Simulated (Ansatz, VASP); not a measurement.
Si: VASP beside Ansatz

The input INCAR:

```
SYSTEM = Si
PREC = Accurate ; ENCUT = 600
EDIFF = 1E-6 ; ISMEAR = -1
SIGMA = 0.05 ; LREAL = .False.
LASPH = .True. ; NELM = 100
ALGO = Normal ; ISIF = 3
LWAVE = .False. ; LCHARG = .False.
GGA = B5 ; ALDAX = 1.0
AGGAX = 1.0 ; AGGAC = 1.0
ALDAC = 0.0 ; IVDW = 13
VDW_S6 = 1.0 ; VDW_S8 = 2.34076671
VDW_A1 = 0.44488865 ; VDW_A2 = 4.0933009
IBRION = 2 ; NSW = 60
EDIFFG = -0.01
```

The input KPOINTS:

```
regular mesh
0
Gamma
  13 13 13
  0 0 0
```

The input POSCAR:

```
Si
1.0
   -1.6269149300      1.6269149300      1.3203298500
    1.6269149300     -1.6269149300      1.3203298500
    1.6269149300      1.6269149300     -1.3203298500
Si
1
Direct
    0.0000000000      0.0000000000      0.0000000000
```

Contents of input.yaml:

```yaml
crystal:
  lattice:
    - [-1.62691493, 1.62691493, 1.32032985]
    - [1.62691493, -1.62691493, 1.32032985]
    - [1.62691493, 1.62691493, -1.32032985]
  atoms:
    - { symbol: Si, position: [0.0, 0.0, 0.0] }
hamiltonian:
  xc: blyp
  pseudopotentials: { kind: paw }
  dispersion: d4
kpoints:
  mp_grid: { grid: [13, 13, 13] }
scf:
  occupations: { method: fermi_dirac, width: 0.05 }
output:
  forces: true
  stress: true
  eigenvalues: true
relax:
  f_tol: 0.01
  max_steps: 40
  cell: { stress_tol: 0.05 }
```

Alike in both runs: task relaxation of cell and atoms; functional BLYP; dispersion D4; k mesh 13 × 13 × 13; occupations fermi-dirac, width 0.05 eV; no spin polarisation.

|  | VASP | Ansatz |
| --- | --- | --- |
| version | VASP 6.6.1 | Ansatz 0.2.0 |
| potentials or method | VASP PAW PBE potentials, release 64 (Si) | Ansatz PAW |
| plane-wave cutoff (eV) | 600 | 420 |
| valence electrons in the cell | 4 | 4 |

|  | VASP | Ansatz | Ansatz less VASP |
| --- | --- | --- | --- |
| gap on the k mesh at the Fermi level, each at its own relaxed structure (eV) | none | none | - |
| relaxed volume (Å³/atom) | 14.50 | 14.40 | -0.104 |
| relaxed cell length with the largest relative difference (Å) | 2.699 | 2.693 | -0.0062 |

VASP's potentials were made for PBE, not for BLYP. A gap of «none» marks a metal or a gap that the smearing closes.

Noted on Ansatz's run: the plane-wave basis is chosen anew once the cell has moved, so the energies of steps on either side of that aren't comparable.
